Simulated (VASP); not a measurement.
# Mo (R-3m) in VASP: further runs, part 2 of 2

VASP 6.6.1.

**3. Single point, LDA (14.26 Å³/atom)**

Input file INCAR:

```
PREC = Accurate ; ENCUT = 520
EDIFF = 1E-6 ; ISMEAR = 0
SIGMA = 0.15 ; LREAL = F
LASPH = T ; NELM = 100
ALGO = Fast ; ISIF = 2
LWAVE = F ; LCHARG = F
NBANDS = 13
```

Input file KPOINTS:

```
Automatic mesh
0
Gamma
  22 22 22
```

Input file POSCAR:

```
Mo
1.0
   -1.7297871111      1.5340647920      1.5340647920
    1.5340647920     -1.7297871111      1.5340647920
    1.5340647920      1.5340647920     -1.7297871111
Mo
1
Direct
    0.0000000000      0.0000000000      0.0000000000
```

Potentials or basis: VASP PAW LDA potentials, release 64 (Mo_sv).

Command:

```bash
> cat potpaw_LDA.64/Mo_sv/POTCAR > POTCAR
> mpirun -np 1 vasp_std > vasp.out
```

OUTCAR:

```text
PREC = Accurate
   ENCUT = 520
   EDIFF = 1E-6
   ISMEAR = 0
   LREAL = F
   LASPH = T
   NELM = 100
   ISIF = 2

 ion  position               nearest neighbor table
   1  0.000  0.000  0.000-

  LATTYP: Found a trigonal (rhomboedric) cell.
 ALAT       =     2.7746843103
 COS(alpha) =    -0.3836738462

  Lattice vectors:

 A1 = (  -1.7297871111,   1.5340647920,   1.5340647920)
 A2 = (   1.5340647920,  -1.7297871111,   1.5340647920)
 A3 = (   1.5340647920,   1.5340647920,  -1.7297871111)

Analysis of symmetry for initial positions (statically):
=====================================================================
 Subroutine PRICEL returns:
 Original cell was already a primitive cell.

 Routine SETGRP: Setting up the symmetry group for a
 trigonal (rhombohedral) supercell.

 Subroutine GETGRP returns: Found 12 space group operations
 (whereof 12 operations were pure point group operations)
 out of a pool of 12 trial point group operations.

The static configuration has the point symmetry D_3d.

Analysis of symmetry for dynamics (positions and initial velocities):
=====================================================================
 Subroutine PRICEL returns:
 Original cell was already a primitive cell.

 Routine SETGRP: Setting up the symmetry group for a
 trigonal (rhombohedral) supercell.

 Subroutine GETGRP returns: Found 12 space group operations
 (whereof 12 operations were pure point group operations)
 out of a pool of 12 trial point group operations.

The dynamic configuration has the point symmetry D_3d.

 Subroutine INISYM returns: Found 12 space group operations
 (whereof 12 operations are pure point group operations),
 and found     1 'primitive' translations

----------------------------------------------------------------------------------------

                                     Primitive cell

  volume of cell :      14.2570

  direct lattice vectors                    reciprocal lattice vectors
    -1.729787111  1.534064792  1.534064792     0.044806668  0.351193118  0.351193118
     1.534064792 -1.729787111  1.534064792     0.351193118  0.044806668  0.351193118
     1.534064792  1.534064792 -1.729787111     0.351193118  0.351193118  0.044806668

  length of vectors
     2.774684310  2.774684310  2.774684310     0.498679106  0.498679106  0.498679106

  position of ions in fractional coordinates (direct lattice)
     0.000000000  0.000000000  0.000000000

  ion indices of the primitive-cell ions
   primitive index   ion index
                 1           1

----------------------------------------------------------------------------------------

 KPOINTS: Automatic mesh

Automatic generation of k-mesh.
 Grid dimensions read from file:
 generate k-points for:   22   22   22

 Generating k-lattice:

  Cartesian coordinates                     Fractional coordinates (reciprocal lattice)
     0.002036667  0.015963324  0.015963324     0.045454545  0.000000000  0.000000000
     0.015963324  0.002036667  0.015963324     0.000000000  0.045454545  0.000000000
     0.015963324  0.015963324  0.002036667     0.000000000  0.000000000  0.045454545

  Length of vectors
     0.022667232  0.022667232  0.022667232

  Shift w.r.t. Gamma in fractional coordinates (k-lattice)
     0.000000000  0.000000000  0.000000000

 Subroutine IBZKPT returns following result:
 ===========================================

 Found   1024 irreducible k-points:

 Following reciprocal coordinates:
            Coordinates               Weight
  0.000000  0.000000  0.000000      1.000000
  0.045455 -0.000000 -0.000000      6.000000
  0.090909 -0.000000 -0.000000      6.000000
  0.136364  0.000000  0.000000      6.000000
  0.181818  0.000000  0.000000      6.000000
  0.227273 -0.000000  0.000000      6.000000
[... 16 lines left out ...]
  0.500000  0.045455 -0.000000     12.000000
 -0.454545  0.045455  0.000000     12.000000
 [... further k-points ...]
   k-points           NKPTS =   1024   k-points in BZ     NKDIM =   1024   number of bands    NBANDS=     13
   number of dos      NEDOS =    301   number of ions     NIONS =      1
   total plane-waves  NPLWV =  13824
   dimension x,y,z NGX =    24 NGY =   24 NGZ =   24
   dimension x,y,z NGXF=    48 NGYF=   48 NGZF=   48
   ions per type =               1
   NGX,Y,Z   is equivalent  to a cutoff of  14.38, 14.38, 14.38 a.u.
   NGXF,Y,Z  is equivalent  to a cutoff of  28.76, 28.76, 28.76 a.u.
 SYSTEM =  unknown system
   PREC   = accura    normal or accurate (medium, high low for compatibility)
   ISTART =      0    job   : 0-new  1-cont  2-samecut
   ICHARG =      2    charge: 1-file 2-atom 10-const
   ISPIN  =      1    spin polarized calculation?
   LNONCOLLINEAR =      F non collinear calculations
   LSORBIT =      F    spin-orbit coupling
   LASPH  =      T    aspherical Exc in radial PAW
   ENCUT  =  520.0 eV  38.22 Ry    6.18 a.u.   5.16  5.16  5.16*2*pi/ulx,y,z
   NELM   =    100;   NELMIN=  2; NELMDL= -5     # of ELM steps
   EDIFF  = 0.1E-05   stopping-criterion for ELM
   LREAL  =      F    real-space projection
   EDIFFG = 0.1E-04   stopping-criterion for IOM
   NSW    =      0    number of steps for IOM
   IBRION =     -1    ionic relax: 0-MD 1-quasi-New 2-CG
   NFREE  =      0    steps in history (QN), initial steepest desc. (CG)
   ISIF   =      2    stress and relaxation
   ISYM   =      2    0-nonsym 1-usesym 2-fastsym
   POTIM  = 0.5000    time-step for ionic-motion
   TEBEG  =    0.0;   TEEND  =   0.0 temperature during run
   PSTRESS=    0.0 pullay stress
   NELECT =      14.0000    total number of electrons
   NUPDOWN=      -1.0000    fix difference up-down
   EMIN   =  10.00;   EMAX   =-10.00  energy-range for DOS
   EFERMI =   0.00;   METHOD = LEGACY
   ISMEAR =     0;   SIGMA  =   0.15  broadening in eV -4-tet -1-fermi 0-gaus
   EFERMI_NEDOS =   21; number of points for ismear=-14 and -15
   IALGO  =     68    algorithm
   IMIX   =      4    mixing-type and parameters
     AMIX     =   0.40;   BMIX     =  1.00
     AMIX_MAG =   1.60;   BMIX_MAG =  1.00
  volume/ion in A,a.u.               =      14.26        96.21
  Fermi-wavevector in a.u.,A,eV,Ry     =   1.627202  3.074966 36.025319  2.647786
  Thomas-Fermi vector in A             =   2.720036
   LORBIT       =      0    0 simple, 1 ext, 2 COOP (PROOUT), +10 PAW based schemes
   GGA     = CA    functional components
   LHFCALC =     F    Hartree Fock is set to
   AEXX    =    0.0000 exact exchange contribution
   IVDW    =     0    specifies the selected vdW correction
   LEPSILON=     F    determine dielectric tensor
   LRPA    =     F    only Hartree local field effects (RPA)
 non-spin polarized calculation
 RMM-DIIS sequential band-by-band and
 Gauss-broadening in eV      SIGMA  =   0.15
  energy-cutoff  :      520.00
  volume of cell :       14.26
 maximum number of plane-waves:       405
 NGX is ok and might be reduce to    24
   NGX = 11   NGY = 11   NGZ = 11

 number of electron      14.0000000 magnetization

 Free energy of the ion-electron system (eV)
  ---------------------------------------------------
  ext. energy  EPLUGINS =         0.00000000
  ---------------------------------------------------
  free energy    TOTEN  =       -11.67696961 eV

  energy without entropy =      -11.66981882  energy(sigma->0) =      -11.67339421

 E-fermi :  14.0488     XC(G=0): -14.0797

 val. band max:       14.0488073545   @ k =  -0.2273   0.0455   0.0000
 cond. band min:      14.0501872550   @ k =   0.3636   0.0909   0.0000
 fundamental gap:      0.0013799006
 Fermi energy:        14.0488079524

 k-point     1 :       0.0000    0.0000    0.0000
  band No.  band energies     occupation
      1     -47.1289      2.00000
      2     -20.4795      2.00000
      3     -20.4795      2.00000
      4     -19.3620      2.00000
      5       6.5582      2.00000
      6      10.1176      2.00000
      7      12.6529      2.00000
      8      12.6529      2.00000
      9      17.0879      0.00000
     10      17.0879      0.00000
     11      26.7203      0.00000
     12      30.3876      0.00000
     13      30.3876      0.00000
[... 353 lines left out ...]
 k-point    24 :      -0.4545    0.0455    0.0000
  band No.  band energies     occupation
      1     -46.3993      2.00000
      2     -22.7741      2.00000
      3     -20.7985      2.00000
      4     -20.2706      2.00000
      5       8.1396      2.00000
      6      10.4724      2.00000
      7      14.7294      0.00000
      8      15.3723      0.00000
      9      17.2035      0.00000
     10      19.0843      0.00000
     11      25.9628      0.00000
     12      29.0856      0.00000
     13      33.1090      0.00000

 [... further k-points ...]

------------------------ aborting loop because EDIFF is reached ----------------------------------------

  FORCE on cell =-STRESS in cart. coord.  units (eV):
  Direction    XX          YY          ZZ          XY          YZ          ZX
  --------------------------------------------------------------------------------------
  -------------------------------------------------------------------------------------
  Total        2.6559758      2.6559758      2.6559758      2.3599515      2.3599515      2.3599515
  in kB      298.4740294    298.4740294    298.4740294    265.2073261    265.2073261    265.2073261
  external PRESSURE =     298.4740294 kB  Pullay stress =       0.0000000 kB

 VOLUME and BASIS-vectors are now :
 -----------------------------------------------------------------------------
  energy-cutoff  :      520.00
  volume of cell :       14.26
      direct lattice vectors                 reciprocal lattice vectors
    -1.729787111  1.534064792  1.534064792     0.044806668  0.351193118  0.351193118
     1.534064792 -1.729787111  1.534064792     0.351193118  0.044806668  0.351193118
     1.534064792  1.534064792 -1.729787111     0.351193118  0.351193118  0.044806668

 POSITION                                       TOTAL-FORCE (eV/Angst)
 -----------------------------------------------------------------------------------
      0.00000      0.00000      0.00000         0.000000     -0.000000      0.000000
 -----------------------------------------------------------------------------------
    total drift:                                0.000000      0.000000     -0.000000

  FREE ENERGIE OF THE ION-ELECTRON SYSTEM (eV)
  ---------------------------------------------------
  free  energy   TOTEN  =       -11.6769696066 eV

  energy  without entropy=      -11.6698188154  energy(sigma->0) =      -11.67339421
```

OSZICAR:

```text
N       E                     dE             d eps       ncg     rms          rms(c)
DAV:   1     0.985005991194E+02    0.98501E+02   -0.79263E+03 26820   0.112E+03
DAV:   2    -0.110041178379E+02   -0.10950E+03   -0.10506E+03 29464   0.326E+02
DAV:   3    -0.122446135801E+02   -0.12405E+01   -0.12372E+01 30219   0.359E+01
DAV:   4    -0.122476305500E+02   -0.30170E-02   -0.30169E-02 29559   0.207E+00
DAV:   5    -0.122476502966E+02   -0.19747E-04   -0.19746E-04 30459   0.152E-01    0.210E+01
RMM:   6    -0.117631460811E+02    0.48450E+00   -0.50783E-01 26659   0.698E+00    0.733E+00
RMM:   7    -0.116813033030E+02    0.81843E-01   -0.15419E-01 27532   0.374E+00    0.808E-01
RMM:   8    -0.116769360729E+02    0.43672E-02   -0.10821E-02 29937   0.120E+00    0.128E-01
RMM:   9    -0.116769731116E+02   -0.37039E-04   -0.11794E-03 30431   0.385E-01    0.962E-02
RMM:  10    -0.116769749828E+02   -0.18712E-05   -0.18311E-04 30030   0.160E-01    0.548E-02
RMM:  11    -0.116769689401E+02    0.60426E-05   -0.40999E-05 30410   0.733E-02    0.793E-03
RMM:  12    -0.116769696066E+02   -0.66650E-06   -0.67141E-06 27953   0.294E-02
   1 F= -.11676970E+02 E0= -.11673394E+02  d E =-.715079E-02
```

stdout:

```text
POSCAR found type information on POSCAR Mo
 POSCAR found :  1 types and       1 ions
 scaLAPACK will be used
 LDA part: xc-table for (Slater(with rela. corr.)+CA(PZ))
 , standard interpolation
 POSCAR, INCAR and KPOINTS ok, starting setup
 FFT: planning ... GRIDC
 FFT: planning ... GRID_SOFT
 FFT: planning ... GRID
 WAVECAR not read
 entering main loop
```

Wall time 1.9 min (1 thread of Intel Xeon Platinum 8259CL at 2.50GHz (Skylake/Cascade Lake), shared host); peak memory 0.28 GiB.

What came out:

| Item | Value |
| --- | --- |
| Free energy | -11.6770 eV |
| Pressure | 29.8 GPa |
| Band gap on the k mesh | zero (bands 7 and 8 overlap by 4.65 eV) |

Levels at points of the mesh, in eV from the Fermi level:
| k point | band 3 | band 4 | band 5 | band 6 | band 7 | band 8 | band 9 | band 10 | band 11 | band 12 |
| --- | --- | --- | --- | --- | --- | --- | --- | --- | --- | --- |
| (0.00, 0.00, 0.00) | -34.53 | -33.41 | -7.49 | -3.93 | -1.40 | -1.40 | 3.04 | 3.04 | 12.67 | 16.34 |
| (0.50, 0.00, 0.00) | -34.82 | -34.28 | -6.15 | -3.75 | 1.24 | 1.37 | 3.28 | 5.60 | 11.33 | 15.65 |
| (0.50, 0.50, 0.00) | -34.86 | -33.50 | -5.85 | -4.73 | 0.98 | 3.37 | 3.47 | 4.90 | 11.09 | 12.43 |
| (0.50, 0.50, 0.50) | -35.06 | -35.06 | -6.37 | -6.37 | 3.25 | 3.25 | 6.75 | 9.03 | 9.03 | 12.41 |

Caveat: the cell stands under pressure.
